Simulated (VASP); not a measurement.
# LiSn2 (Cmmm) in VASP: single point with PBE

Aim: the single point of LiSn2 with PBE.

Everything below comes from runs of VASP 6.6.1. Logs are shortened: lines on timing, memory, paths and dates and some standing lists are left out, and cuts for length are marked.

### 1 The cell of the first run

It takes space group Cmmm (No. 65, orthorhombic). Conventional cell: a = 4.643 Å, b = 10.056 Å, c = 3.162 Å, α = 90.00°, β = 90.00°, γ = 90.00°. Li (site symmetry mmm) has 2 Li at 3.16 Å and 12 Sn at 3.20 to 3.83 Å within 4.2 Å. Within 4.0 Å of Sn (site symmetry m2m) lie 5 Sn at 3.03 to 3.16 Å and 6 Li at 3.20 to 3.83 Å.

The cell was built from a structure type or drawn by symmetry, and may not be a known phase.

### 2 Single point, PBE

Input file INCAR:

```
SYSTEM = LiSn2
PREC = Accurate
ENCUT = 520
EDIFF = 1E-7
ISMEAR = 0
SIGMA = 0.1
LREAL = .FALSE.
LASPH = .TRUE.
NELM = 60
ALGO = Fast
ISIF = 2
LWAVE = .FALSE.
LCHARG = .FALSE.
GGA = PE
NBANDS = 22
```

Input file KPOINTS:

```
Automatic mesh
0
G
  12 12 14
  0 0 0
```

Input file POSCAR:

```
LiSn2
1.0
    2.3216942000     -5.0282073000      0.0000000000
    2.3216942000      5.0282073000      0.0000000000
    0.0000000000      0.0000000000      3.1618692000
Li Sn
1 2
Direct
    0.0000000000      0.0000000000      0.5000000000
    0.3469070000      0.6530930000      0.0000000000
    0.6530930000      0.3469070000      0.0000000000
```

Potentials or basis: VASP PAW PBE potentials, release 64 (Li_sv, Sn_d).

Command:

```console
$ cat potpaw_PBE.64/Li_sv/POTCAR potpaw_PBE.64/Sn_d/POTCAR > POTCAR
$ mpirun -np 1 vasp_std > vasp.out
```

OUTCAR:

```text
SYSTEM = LiSn2
   PREC = Accurate
   ENCUT = 520
   EDIFF = 1E-7
   ISMEAR = 0
   LREAL = .FALSE.
   LASPH = .TRUE.
   NELM = 60
   ISIF = 2
   GGA = PE

 ion  position               nearest neighbor table
   1  0.000  0.000  0.500-
   2  0.347  0.653  0.000-   3 3.03   3 3.03   3 3.08
   3  0.653  0.347  0.000-   2 3.03   2 3.03   2 3.08

  LATTYP: Found a base centered orthorhombic cell.
 ALAT       =     4.6433884000
 B/A-ratio  =     2.1657491758
 C/A-ratio  =     0.6809400652

  Lattice vectors:

 A1 = (   2.3216942000,  -5.0282073000,   0.0000000000)
 A2 = (   2.3216942000,   5.0282073000,   0.0000000000)
 A3 = (   0.0000000000,   0.0000000000,   3.1618692000)

Analysis of symmetry for initial positions (statically):
=====================================================================
 Subroutine PRICEL returns:
 Original cell was already a primitive cell.

 Routine SETGRP: Setting up the symmetry group for a
 base centered orthorhombic supercell.

 Subroutine GETGRP returns: Found  8 space group operations
 (whereof  8 operations were pure point group operations)
 out of a pool of  8 trial point group operations.

The static configuration has the point symmetry D_2h.

Analysis of symmetry for dynamics (positions and initial velocities):
=====================================================================
 Subroutine PRICEL returns:
 Original cell was already a primitive cell.

 Routine SETGRP: Setting up the symmetry group for a
 base centered orthorhombic supercell.

 Subroutine GETGRP returns: Found  8 space group operations
 (whereof  8 operations were pure point group operations)
 out of a pool of  8 trial point group operations.

The dynamic configuration has the point symmetry D_2h.

 Subroutine INISYM returns: Found  8 space group operations
 (whereof  8 operations are pure point group operations),
 and found     1 'primitive' translations

----------------------------------------------------------------------------------------

                                     Primitive cell

  volume of cell :      73.8231

  direct lattice vectors                    reciprocal lattice vectors
     2.321694200 -5.028207300  0.000000000     0.215359973 -0.099439019  0.000000000
     2.321694200  5.028207300  0.000000000     0.215359973  0.099439019  0.000000000
     0.000000000  0.000000000  3.161869200     0.000000000  0.000000000  0.316268617

  length of vectors
[... 84 lines left out ...]
   EDIFF  = 0.1E-06   stopping-criterion for ELM
   LREAL  =      F    real-space projection
   EDIFFG = 0.1E-05   stopping-criterion for IOM
   NSW    =      0    number of steps for IOM
   IBRION =     -1    ionic relax: 0-MD 1-quasi-New 2-CG
   NFREE  =      0    steps in history (QN), initial steepest desc. (CG)
   ISIF   =      2    stress and relaxation
   ISYM   =      2    0-nonsym 1-usesym 2-fastsym
   POTIM  = 0.5000    time-step for ionic-motion
   TEBEG  =    0.0;   TEEND  =   0.0 temperature during run
   PSTRESS=    0.0 pullay stress
   NELECT =      31.0000    total number of electrons
   NUPDOWN=      -1.0000    fix difference up-down
   EMIN   =  10.00;   EMAX   =-10.00  energy-range for DOS
   EFERMI =   0.00;   METHOD = LEGACY
   ISMEAR =     0;   SIGMA  =   0.10  broadening in eV -4-tet -1-fermi 0-gaus
   EFERMI_NEDOS =   21; number of points for ismear=-14 and -15
   IALGO  =     68    algorithm
   IMIX   =      4    mixing-type and parameters
     AMIX     =   0.40;   BMIX     =  1.00
     AMIX_MAG =   1.60;   BMIX_MAG =  1.00
  volume/ion in A,a.u.               =      24.61       166.06
  Fermi-wavevector in a.u.,A,eV,Ry     =   1.225927  2.316667 20.448164  1.502898
  Thomas-Fermi vector in A             =   2.360947
   LORBIT       =      0    0 simple, 1 ext, 2 COOP (PROOUT), +10 PAW based schemes
   GGA     = PE    functional components
   LHFCALC =     F    Hartree Fock is set to
   AEXX    =    0.0000 exact exchange contribution
   IVDW    =     0    specifies the selected vdW correction
   LEPSILON=     F    determine dielectric tensor
   LRPA    =     F    only Hartree local field effects (RPA)
 non-spin polarized calculation
 RMM-DIIS sequential band-by-band and
 Gauss-broadening in eV      SIGMA  =   0.10
  energy-cutoff  :      520.00
  volume of cell :       73.82
 maximum number of plane-waves:      2008
 NGX is ok and might be reduce to    42
   NGX = 21   NGY = 21   NGZ = 11

 number of electron      30.9999988 magnetization

 Free energy of the ion-electron system (eV)
  ---------------------------------------------------
  ext. energy  EPLUGINS =         0.00000000
  ---------------------------------------------------
  free energy    TOTEN  =       -10.10701318 eV

  energy without entropy =      -10.10174762  energy(sigma->0) =      -10.10438040

 E-fermi :   6.0964     XC(G=0):  -9.4560

 val. band max:        6.0868844571   @ k =  -0.4167   0.0833   0.4286
 cond. band min:       6.0994274991   @ k =   0.3333   0.2500   0.2857
 fundamental gap:      0.0125430420
 Fermi energy:         6.0963506658

 k-point     1 :       0.0000    0.0000    0.0000
  band No.  band energies     occupation
      1     -40.9685      2.00000
      2     -15.4064      2.00000
      3     -15.3231      2.00000
      4     -15.2663      2.00000
      5     -15.2084      2.00000
      6     -15.2084      2.00000
[... 589 lines left out ...]
     21      13.6752      0.00000
     22      14.7792      0.00000

 [... further k-points ...]

------------------------ aborting loop because EDIFF is reached ----------------------------------------

  FORCE on cell =-STRESS in cart. coord.  units (eV):
  Direction    XX          YY          ZZ          XY          YZ          ZX
  --------------------------------------------------------------------------------------
  -------------------------------------------------------------------------------------
  Total       -0.0348067     -0.0334442     -0.0207668     -0.0000000      0.0000000      0.0000000
  in kB       -0.7554079     -0.7258380     -0.4507012     -0.0000000      0.0000000      0.0000000
  external PRESSURE =      -0.6439824 kB  Pullay stress =       0.0000000 kB

 VOLUME and BASIS-vectors are now :
 -----------------------------------------------------------------------------
  energy-cutoff  :      520.00
  volume of cell :       73.82
      direct lattice vectors                 reciprocal lattice vectors
     2.321694200 -5.028207300  0.000000000     0.215359973 -0.099439019  0.000000000
     2.321694200  5.028207300  0.000000000     0.215359973  0.099439019  0.000000000
     0.000000000  0.000000000  3.161869200     0.000000000  0.000000000  0.316268617

 POSITION                                       TOTAL-FORCE (eV/Angst)
 -----------------------------------------------------------------------------------
      0.00000      0.00000      1.58093         0.000000      0.000000      0.000000
      2.32169      1.53957      0.00000         0.000000      0.001031      0.000000
      2.32169     -1.53957      0.00000         0.000000     -0.001031      0.000000
 -----------------------------------------------------------------------------------
    total drift:                               -0.000000     -0.000000      0.000000

  FREE ENERGIE OF THE ION-ELECTRON SYSTEM (eV)
  ---------------------------------------------------
  free  energy   TOTEN  =       -10.1070131780 eV

  energy  without entropy=      -10.1017476167  energy(sigma->0) =      -10.10438040
```

OSZICAR:

```text
N       E                     dE             d eps       ncg     rms          rms(c)
DAV:   1     0.245967698945E+03    0.24597E+03   -0.15719E+04 15270   0.197E+03
DAV:   2     0.180834735890E+02   -0.22788E+03   -0.22141E+03 15190   0.463E+02
DAV:   3    -0.815035469476E+01   -0.26234E+02   -0.25843E+02 22556   0.140E+02
[... 18 lines left out ...]
RMM:  22    -0.101070128201E+02   -0.40916E-06   -0.41866E-06 22087   0.927E-03    0.377E-03
RMM:  23    -0.101070130457E+02   -0.22559E-06   -0.32092E-06 22289   0.815E-03    0.315E-03
RMM:  24    -0.101070129944E+02    0.51331E-07   -0.22475E-06 21585   0.709E-03    0.201E-03
RMM:  25    -0.101070130057E+02   -0.11349E-07   -0.16605E-06 19594   0.575E-03    0.162E-03
RMM:  26    -0.101070130821E+02   -0.76347E-07   -0.12637E-06 19242   0.498E-03    0.151E-03
RMM:  27    -0.101070131780E+02   -0.95879E-07   -0.95457E-07 16751   0.422E-03
   1 F= -.10107013E+02 E0= -.10104380E+02  d E =-.526556E-02
```

stdout:

```text
POSCAR found type information on POSCAR LiSn
 POSCAR found :  2 types and       3 ions
[... 41 lines left out ...]
 num prob  num prob  num prob  num prob  num prob  num prob  num prob  num prob  num prob  num prob  num prob  num prob  num prob  num prob  num prob  num prob  num prob  num prob  num prob  num prob  num prob WARNING in EDDRMM: call to ZHEGV failed, returncode =   8  4     15
 num prob  num prob  num prob  num prob WARNING in EDDRMM: call to ZHEGV failed, returncode =   6  3     16
 num prob  num prob WARNING in EDDRMM: call to ZHEGV failed, returncode =   6  3      6
 num prob  num prob  num prob  num prob  num prob  num prob  num prob RMM:  27    -0.101070131780E+02   -0.95879E-07   -0.95457E-07 16751   0.422E-03
```

It took 25 min on 1 thread of Intel Xeon 8259CL, shared host; peak memory 0.56 GiB.

Results:

```
Free energy            : -10.1070 eV
Band gap on the k mesh : zero (an odd number of electrons rules out a gap without spin polarisation)
```

Caveat: the cutoff is under 1.25 times the usual one of these potentials, so pressure, stress and relaxed cells hold a basis-set (Pulay) error; spin-orbit coupling is left out, which moves the levels of the heavy elements.
